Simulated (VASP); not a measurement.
Here is a VASP 6.6.1 calculation.

The input INCAR:

```
PREC = Accurate
ENCUT = 520
EDIFF = 1E-7
ISMEAR = -1
SIGMA = 0.05
LREAL = False
LASPH = True
NELM = 60
ALGO = Normal
ISIF = 2
LWAVE = False
LCHARG = False
NBANDS = 11
```

Contents of KPOINTS:

```
regular mesh
0
Gamma
  16 16 16
```

Contents of POSCAR:

```
Si
1.0
   -2.1834700000      2.2974450000      1.2750000000
    2.1834700000     -2.2974450000      1.2750000000
    2.1834700000      2.2974450000     -1.2750000000
Si
2
Direct
    0.8070000000      0.5570000000      0.2500000000
    0.1930000000      0.4430000000      0.7500000000
```

Potentials or basis: VASP PAW LDA potentials, release 64 (Si).

Command:

```sh
$ cat potpaw_LDA.64/Si/POTCAR > POTCAR
$ mpirun -np 1 vasp_std > vasp.out
```

(1) Estimate the pressure.

(2) What does it give for the band gap on the k mesh?

(3) Estimate the largest force.

## Answers

(1) 22.8 GPa.

(2) zero (bands 4 and 5 overlap by 8.26 eV).

(3) 0.036 eV/Å.

Caveat: the cell differs from its parent crystal (equal xx and yy strain of -3 %); the cell stands under pressure.
